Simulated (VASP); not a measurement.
# NaCl3 (Pm-3n) in VASP: a series of runs

NaCl3 is run at these levels: LDA; tasks: relaxation of cell and atoms.

All numbers are computed with VASP 6.6.1; they aren't measurements. Logs are shortened: lines on timing, memory, paths and dates and some standing lists are left out, and cuts for length are marked.

### Step 1. The cell of the first run

Symmetry: Pm-3n, No. 223, cubic system. Conventional cell: a = 5.527 Å, b = 5.527 Å, c = 5.527 Å, α = 90.00°, β = 90.00°, γ = 90.00°. Within 4.1 Å of Na (site symmetry m-3) lie 12 Cl at 3.09 Å. Within 3.6 Å of Cl (site symmetry -4m2) lie 10 Cl at 2.76 to 3.38 Å and 4 Na at 3.09 Å.

### Step 2. Relaxation of cell and atoms, LDA, target pressure 60 GPa, at which the enthalpy is minimised

INCAR reads:

```
PREC     = Accurate       # precision mode
ENCUT    = 600            # plane-wave cutoff, eV
EDIFF    = 1E-6           # SCF threshold, eV
ISMEAR   = 0              # smearing method
SIGMA    = 0.1            # smearing width, eV
LREAL    = False          # projectors in reciprocal space
LASPH    = True           # aspherical terms in the spheres
NELM     = 80             # most SCF steps
ALGO     = Normal         # electronic algorithm
ISIF     = 3              # what is computed and relaxed
LWAVE    = False          # write WAVECAR
LCHARG   = False          # write CHGCAR
IBRION   = 2              # ionic algorithm
NSW      = 80             # ionic steps
EDIFFG   = -0.05          # ionic threshold
PSTRESS  = 600.0
```

KPOINTS reads:

```
Automatic mesh
0
Gamma
  4 4 4
```

POSCAR reads:

```
NaCl3
1.0
    5.5270050000      0.0000000000      0.0000000000
    0.0000000000      5.5270050000      0.0000000000
    0.0000000000      0.0000000000      5.5270050000
Na Cl
2 6
Direct
    0.5000000000      0.5000000000      0.5000000000
    0.0000000000      0.0000000000      0.0000000000
    0.5000000000      0.0000000000      0.7500000000
    0.0000000000      0.2500000000      0.5000000000
    0.7500000000      0.5000000000      0.0000000000
    0.5000000000      0.0000000000      0.2500000000
    0.0000000000      0.7500000000      0.5000000000
    0.2500000000      0.5000000000      0.0000000000
```

Potentials or basis: VASP PAW LDA potentials, release 64 (Na_pv, Cl).

The run is started by

```bash
$ cat potpaw_LDA.64/Na_pv/POTCAR potpaw_LDA.64/Cl/POTCAR > POTCAR
$ mpirun -np 1 vasp_std > vasp.out
```

OUTCAR:

```text
PREC = Accurate
   ENCUT = 600
   EDIFF = 1E-6
   ISMEAR = 0
   LREAL = False
   LASPH = True
   NELM = 80
   ISIF = 3
   IBRION = 2
   NSW = 80
   EDIFFG = -0.05
   PSTRESS = 600.0

 ion  position               nearest neighbor table
   1  0.500  0.500  0.500-
   2  0.000  0.000  0.000-
   3  0.500  0.000  0.750-
   4  0.000  0.250  0.500-
   5  0.750  0.500  0.000-
   6  0.500  0.000  0.250-
   7  0.000  0.750  0.500-
   8  0.250  0.500  0.000-

  LATTYP: Found a simple cubic cell.
 ALAT       =     5.5270050000

  Lattice vectors:

 A1 = (   5.5270050000,   0.0000000000,   0.0000000000)
 A2 = (   0.0000000000,   5.5270050000,   0.0000000000)
 A3 = (   0.0000000000,   0.0000000000,   5.5270050000)

Analysis of symmetry for initial positions (statically):
=====================================================================
 Subroutine PRICEL returns:
 Original cell was already a primitive cell.

 Routine SETGRP: Setting up the symmetry group for a
 simple cubic supercell.

 Subroutine GETGRP returns: Found 48 space group operations
 (whereof 24 operations were pure point group operations)
 out of a pool of 48 trial point group operations.

The static configuration has the point symmetry T_h .
 The point group associated with its full space group is O_h .

Analysis of symmetry for dynamics (positions and initial velocities):
=====================================================================
 Subroutine PRICEL returns:
 Original cell was already a primitive cell.

 Routine SETGRP: Setting up the symmetry group for a
 simple cubic supercell.

 Subroutine GETGRP returns: Found 48 space group operations
 (whereof 24 operations were pure point group operations)
 out of a pool of 48 trial point group operations.

The dynamic configuration has the point symmetry T_h .
 The point group associated with its full space group is O_h .

 Subroutine INISYM returns: Found 48 space group operations
 (whereof 24 operations are pure point group operations),
 and found     1 'primitive' translations

----------------------------------------------------------------------------------------

                                     Primitive cell

  volume of cell :     168.8378

  direct lattice vectors                    reciprocal lattice vectors
     5.527005000  0.000000000  0.000000000     0.180929816  0.000000000  0.000000000
     0.000000000  5.527005000  0.000000000     0.000000000  0.180929816  0.000000000
     0.000000000  0.000000000  5.527005000     0.000000000  0.000000000  0.180929816

  length of vectors
     5.527005000  5.527005000  5.527005000     0.180929816  0.180929816  0.180929816

  position of ions in fractional coordinates (direct lattice)
     0.500000000  0.500000000  0.500000000
     0.000000000  0.000000000  0.000000000
     0.500000000  0.000000000  0.750000000
     0.000000000  0.250000000  0.500000000
     0.750000000  0.500000000  0.000000000
     0.500000000  0.000000000  0.250000000
     0.000000000  0.750000000  0.500000000
     0.250000000  0.500000000  0.000000000

  ion indices of the primitive-cell ions
   primitive index   ion index
                 1           1
                 2           2
                 3           3
                 4           4
                 5           5
                 6           6
                 7           7
                 8           8

----------------------------------------------------------------------------------------

 KPOINTS: Automatic mesh

Automatic generation of k-mesh.
 Grid dimensions read from file:
 generate k-points for:    4    4    4

 Generating k-lattice:

  Cartesian coordinates                     Fractional coordinates (reciprocal lattice)
     0.045232454  0.000000000  0.000000000     0.250000000  0.000000000  0.000000000
     0.000000000  0.045232454  0.000000000     0.000000000  0.250000000  0.000000000
     0.000000000  0.000000000  0.045232454     0.000000000  0.000000000  0.250000000

  Length of vectors
     0.045232454  0.045232454  0.045232454

  Shift w.r.t. Gamma in fractional coordinates (k-lattice)
     0.000000000  0.000000000  0.000000000

 Subroutine IBZKPT returns following result:
 ===========================================

 Found     10 irreducible k-points:

 Following reciprocal coordinates:
            Coordinates               Weight
  0.000000  0.000000  0.000000      1.000000
  0.250000  0.000000  0.000000      6.000000
  0.500000  0.000000  0.000000      3.000000
  0.250000  0.250000  0.000000     12.000000
  0.500000  0.250000  0.000000     12.000000
  0.500000  0.500000  0.000000      3.000000
  0.250000  0.250000  0.250000      8.000000
  0.500000  0.250000  0.250000     12.000000
  0.500000  0.500000  0.250000      6.000000
  0.500000  0.500000  0.500000      1.000000
   k-points           NKPTS =     10   k-points in BZ     NKDIM =     10   number of bands    NBANDS=     33
   number of dos      NEDOS =    301   number of ions     NIONS =      8
   total plane-waves  NPLWV = 110592
   dimension x,y,z NGX =    48 NGY =   48 NGZ =   48
   dimension x,y,z NGXF=    96 NGYF=   96 NGZF=   96
   ions per type =               2   6
   NGX,Y,Z   is equivalent  to a cutoff of  14.44, 14.44, 14.44 a.u.
   NGXF,Y,Z  is equivalent  to a cutoff of  28.88, 28.88, 28.88 a.u.
 SYSTEM =  unknown system
   PREC   = accura    normal or accurate (medium, high low for compatibility)
   ISTART =      0    job   : 0-new  1-cont  2-samecut
   ICHARG =      2    charge: 1-file 2-atom 10-const
   ISPIN  =      1    spin polarized calculation?
   LNONCOLLINEAR =      F non collinear calculations
   LSORBIT =      F    spin-orbit coupling
   LASPH  =      T    aspherical Exc in radial PAW
   ENCUT  =  600.0 eV  44.10 Ry    6.64 a.u.  11.04 11.04 11.04*2*pi/ulx,y,z
   NELM   =     80;   NELMIN=  2; NELMDL= -5     # of ELM steps
   EDIFF  = 0.1E-05   stopping-criterion for ELM
   LREAL  =      F    real-space projection
   EDIFFG = -.5E-01   stopping-criterion for IOM
   NSW    =     80    number of steps for IOM
   IBRION =      2    ionic relax: 0-MD 1-quasi-New 2-CG
   NFREE  =      1    steps in history (QN), initial steepest desc. (CG)
   ISIF   =      3    stress and relaxation
   ISYM   =      2    0-nonsym 1-usesym 2-fastsym
   POTIM  = 0.5000    time-step for ionic-motion
   TEBEG  =    0.0;   TEEND  =   0.0 temperature during run
   PSTRESS=  600.0 pullay stress
   NELECT =      56.0000    total number of electrons
   NUPDOWN=      -1.0000    fix difference up-down
   EMIN   =  10.00;   EMAX   =-10.00  energy-range for DOS
   EFERMI =   0.00;   METHOD = LEGACY
   ISMEAR =     0;   SIGMA  =   0.10  broadening in eV -4-tet -1-fermi 0-gaus
   EFERMI_NEDOS =   21; number of points for ismear=-14 and -15
   IALGO  =     38    algorithm
   IMIX   =      4    mixing-type and parameters
     AMIX     =   0.40;   BMIX     =  1.00
     AMIX_MAG =   1.60;   BMIX_MAG =  1.00
  volume/ion in A,a.u.               =      21.10       142.42
  Fermi-wavevector in a.u.,A,eV,Ry     =   1.133220  2.141476 17.472439  1.284188
  Thomas-Fermi vector in A             =   2.269923
   LORBIT       =      0    0 simple, 1 ext, 2 COOP (PROOUT), +10 PAW based schemes
   GGA     = CA    functional components
   LHFCALC =     F    Hartree Fock is set to
   AEXX    =    0.0000 exact exchange contribution
   IVDW    =     0    specifies the selected vdW correction
   LEPSILON=     F    determine dielectric tensor
   LRPA    =     F    only Hartree local field effects (RPA)
 conjugate gradient relaxation of ions
 non-spin polarized calculation
 Gauss-broadening in eV      SIGMA  =   0.10
  energy-cutoff  :      600.00
  volume of cell :      168.84
 maximum number of plane-waves:      5660
 NGX is ok and might be reduce to    48
   NGX = 23   NGY = 23   NGZ = 23

--------------------------------------- Ionic step        1  -------------------------------------------

 number of electron      56.0000007 magnetization

 Free energy of the ion-electron system (eV)
  ---------------------------------------------------
  ext. energy  EPLUGINS =         0.00000000
  ---------------------------------------------------
  free energy    TOTEN  =       -21.62714724 eV

  energy without entropy =      -21.58400847  energy(sigma->0) =      -21.60557785

 E-fermi :   1.1047     XC(G=0):  -9.5121

 val. band max:        0.8466924642   @ k =   0.5000   0.5000   0.0000
 cond. band min:       1.1079043965   @ k =   0.2500   0.2500   0.0000
 fundamental gap:      0.2612119323
 Fermi energy:         1.1047067420

 k-point     1 :       0.0000    0.0000    0.0000
  band No.  band energies     occupation
      1     -20.7923      2.00000
      2     -20.7923      2.00000
      3     -20.7923      2.00000
      4     -20.7900      2.00000
      5     -20.7900      2.00000
      6     -20.7900      2.00000
[... 390 lines left out ...]
  enthalpy is  TOTEN    =        41.6009686144 eV   P V=       63.2281158538

--------------------------------------- Ionic step        2  -------------------------------------------

 number of electron      56.0000001 magnetization

 E-fermi :  34.6139     XC(G=0): -18.2150

 val. band max:       34.6119440226   @ k =   0.2500   0.0000   0.0000
 cond. band min:      34.9450113563   @ k =   0.2500   0.2500   0.0000
 fundamental gap:      0.3330673337
 Fermi energy:        34.6139104743

 k-point     1 :       0.0000    0.0000    0.0000
  band No.  band energies     occupation
      1      -3.2327      2.00000
      2       0.2274      2.00000
      3       0.2274      2.00000
      4       0.2274      2.00000
      5       2.2493      2.00000
      6       2.2493      2.00000
[... 428 lines left out ...]
  FREE ENERGIE OF THE ION-ELECTRON SYSTEM (eV)
  ---------------------------------------------------
  free  energy   TOTEN  =       -19.7884386269 eV

  energy  without entropy=      -19.7461557439  energy(sigma->0) =      -19.76729719

  enthalpy is  TOTEN    =        22.1099396207 eV   P V=       41.8983782476

[... ionic steps 4 to 14 ...]

--------------------------------------- Ionic step       15  -------------------------------------------

 number of electron      55.9999999 magnetization

------------------------ aborting loop because EDIFF is reached ----------------------------------------

  FORCE on cell =-STRESS in cart. coord.  units (eV):
  Direction    XX          YY          ZZ          XY          YZ          ZX
  --------------------------------------------------------------------------------------
  -------------------------------------------------------------------------------------
  Total       34.5836769     34.5836769     34.5836769      0.0000000      0.0000000     -0.0000000
  in kB      590.3594383    590.3594383    590.3594383      0.0000000      0.0000000     -0.0000000
  external PRESSURE =      -9.6405617 kB  Pullay stress =     600.0000000 kB
[... 73 lines left out ...]
  enthalpy is  TOTEN    =        19.8178373893 eV   P V=       35.1309456574

--------------------------------------- Ionic step       17  -------------------------------------------

 number of electron      55.9999999 magnetization

 Free energy of the ion-electron system (eV)
  ---------------------------------------------------
  ext. energy  EPLUGINS =         0.00000000
  ---------------------------------------------------
  free energy    TOTEN  =       -15.27857859 eV

  energy without entropy =      -15.23772991  energy(sigma->0) =      -15.25815425

 E-fermi :   9.4731     XC(G=0): -12.4059

 val. band max:        9.4556441690   @ k =   0.2500   0.2500   0.2500
 cond. band min:       9.5027937425   @ k =   0.5000   0.5000   0.2500
 fundamental gap:      0.0471495735
 Fermi energy:         9.4730773766

 k-point     1 :       0.0000    0.0000    0.0000
  band No.  band energies     occupation
      1     -14.2476      2.00000
      2     -14.2476      2.00000
      3     -14.2476      2.00000
      4     -14.1967      2.00000
      5     -14.1967      2.00000
      6     -14.1967      2.00000
[... 384 lines left out ...]
  FREE ENERGIE OF THE ION-ELECTRON SYSTEM (eV)
  ---------------------------------------------------
  free  energy   TOTEN  =       -15.2785785918 eV

  energy  without entropy=      -15.2377299082  energy(sigma->0) =      -15.25815425

  enthalpy is  TOTEN    =        19.8174200530 eV   P V=       35.0959986448

 reached required accuracy - stopping structural energy minimisation
```

Wall time 4.1 min (1 thread of Intel Xeon 6975P-C (Granite Rapids), shared host); peak memory 0.29 GiB.

Results:

```
Free energy                                                : -15.2786 eV
Relaxed volume                                             : 11.71 Å³/atom
Relaxed cell                                               : a = 4.542 Å, b = 4.542 Å, c = 4.542 Å, α = 90.00°, β = 90.00°, γ = 90.00°
Space group after relaxing (to 0.1 Å)                      : Pm-3n (No. 223)
Energy change on relaxing (the run minimises the enthalpy) : +793.6 meV/atom
Ionic steps                                                : 17
Pressure after relaxing                                    : 59.4 GPa
Band gap on the k mesh                                     : zero (bands 28 and 29 overlap by 5.38 eV)
```

Step by step:
```
step  energy change (eV)  largest force (eV/Å)  pressure (GPa)  volume (Å³)
   1              0.0000                0.0000           -4.26       168.84
   2            139.5256                0.0000         1323.13        34.97
   3              1.8387                0.0000           24.58       111.88
   4              3.5034                0.0000           37.87       103.23
   5              6.7287                0.0000           62.23        92.72
   6              6.2621                0.0000           58.74        93.95
   7              6.2665                0.0000           58.80        93.94
   8              6.2798                0.0000           58.91        93.90
   9              6.2799                0.0000           58.90        93.90
  10              6.2802                0.0000           58.90        93.90
  11              6.2807                0.0000           58.90        93.90
  12              6.2818                0.0000           58.90        93.90
  13              6.2839                0.0000           58.90        93.89
  14              6.2882                0.0000           58.96        93.88
  15              6.2968                0.0000           59.04        93.86
  16              6.3141                0.0000           59.17        93.81
  17              6.3486                0.0000           59.41        93.72
```

Final structure:
```cif
data_structure
_symmetry_space_group_name_H-M 'P 1'
_symmetry_Int_Tables_number 1
_cell_length_a 4.5423
_cell_length_b 4.5423
_cell_length_c 4.5423
_cell_angle_alpha 90.000
_cell_angle_beta 90.000
_cell_angle_gamma 90.000
_cell_volume 93.72
loop_
_atom_site_label
_atom_site_type_symbol
_atom_site_fract_x
_atom_site_fract_y
_atom_site_fract_z
_atom_site_occupancy
Na1 Na 0.50000 0.50000 0.50000 1
Na2 Na 0.00000 0.00000 0.00000 1
Cl1 Cl 0.50000 0.00000 0.75000 1
Cl2 Cl 0.00000 0.25000 0.50000 1
Cl3 Cl 0.75000 0.50000 0.00000 1
Cl4 Cl 0.50000 0.00000 0.25000 1
Cl5 Cl 0.00000 0.75000 0.50000 1
Cl6 Cl 0.25000 0.50000 0.00000 1
```

Caveat: the cell is relaxed towards a set pressure, so the run minimises the enthalpy, not the energy; the volume moved by over 15 % at a fixed basis, so the end points are rough.

### Step 3. Relaxation of cell and atoms, LDA, target pressure 60 GPa, at which the enthalpy is minimised

This run uses another cell than the first one, of 11.70 Å³/atom.

INCAR reads:

```
PREC = Accurate
ENCUT = 600
EDIFF = 1E-7
ISMEAR = -1
SIGMA = 0.1
LREAL = F
LASPH = T
NELM = 80
ALGO = Normal
ISIF = 3
LWAVE = F
LCHARG = F
GGA = CA
IBRION = 2
NSW = 80
EDIFFG = -0.002
PSTRESS = 600.0
```

KPOINTS reads:

```
regular mesh
0
Gamma
  8 8 8
```

POSCAR, as its differences from that of step 2:

```diff
@@ -2,5 +2,5 @@
 1.0
-    5.5270050000      0.0000000000      0.0000000000
-    0.0000000000      5.5270050000      0.0000000000
-    0.0000000000      0.0000000000      5.5270050000
+    4.5403570182      0.0000000000      0.0000000000
+    0.0000000000      4.5403570182      0.0000000000
+    0.0000000000      0.0000000000      4.5403570182
 Na Cl
```

Potentials or basis: VASP PAW LDA potentials, release 64 (Na_pv, Cl).

The run is started by

```bash
$ cat potpaw_LDA.64/Na_pv/POTCAR potpaw_LDA.64/Cl/POTCAR > POTCAR
$ mpirun -np 1 vasp_std > vasp.out
```

It took 96 s on 1 thread of Intel Xeon 6975P-C (Granite Rapids), shared host; peak memory 0.22 GiB.

Results (log left out):

```yaml
Free_energy: -15.4875 eV
Relaxed_volume: 11.66 Å³/atom
Relaxed_cell: a = 4.535 Å, b = 4.535 Å, c = 4.535 Å, α = 90.00°, β = 90.00°, γ = 90.00°
Space_group_after_relaxing_to_0.1_Å: Pm-3n (No. 223)
Energy_change_on_relaxing_the_run_minimises_the_enthalpy: +14.0 meV/atom
Ionic_steps: 3
Pressure_after_relaxing: 60.0 GPa
Band_gap_on_the_k_mesh: zero (bands 28 and 29 overlap by 5.45 eV)
```

The path:
```
step  energy change (eV)  largest force (eV/Å)  pressure (GPa)  volume (Å³)
   1              0.0000                0.0000           59.15        93.60
   2              0.3143                0.0000           61.51        92.76
   3              0.1122                0.0000           60.00        93.30
```

Final structure:
```xyz
8
Lattice="4.5355 0.0000 0.0000 0.0000 4.5355 0.0000 0.0000 0.0000 4.5355" Properties=species:S:1:pos:R:3 pbc="T T T"
Na    2.2677    2.2677    2.2677
Na    0.0000    0.0000    0.0000
Cl    2.2677    0.0000    3.4016
Cl    0.0000    1.1339    2.2677
Cl    3.4016    2.2677    0.0000
Cl    2.2677    0.0000    1.1339
Cl    0.0000    3.4016    2.2677
Cl    1.1339    2.2677    0.0000
```

Levels at points of the mesh, in eV from the Fermi level:
| k point | band 25 | band 26 | band 27 | band 28 | band 29 | band 30 | band 31 | band 32 |
| --- | --- | --- | --- | --- | --- | --- | --- | --- |
| (0.00, 0.00, 0.00) | -0.84 | -0.84 | -0.84 | 3.83 | 3.83 | 3.83 | 6.71 | 6.96 |
| (0.50, 0.00, 0.00) | -1.91 | -1.91 | -0.22 | -0.22 | 3.76 | 3.76 | 5.64 | 5.64 |
| (0.50, 0.50, 0.00) | -1.27 | -1.27 | -0.19 | -0.19 | 0.26 | 3.74 | 7.20 | 7.20 |
| (0.50, 0.50, 0.50) | -2.22 | -2.22 | -1.62 | -1.62 | -1.62 | -1.62 | 8.88 | 8.88 |

Caveat: the cell is relaxed towards a set pressure, so the run minimises the enthalpy, not the energy.

The gap in the log of VASP goes by the Fermi energy; the results here count the filled bands.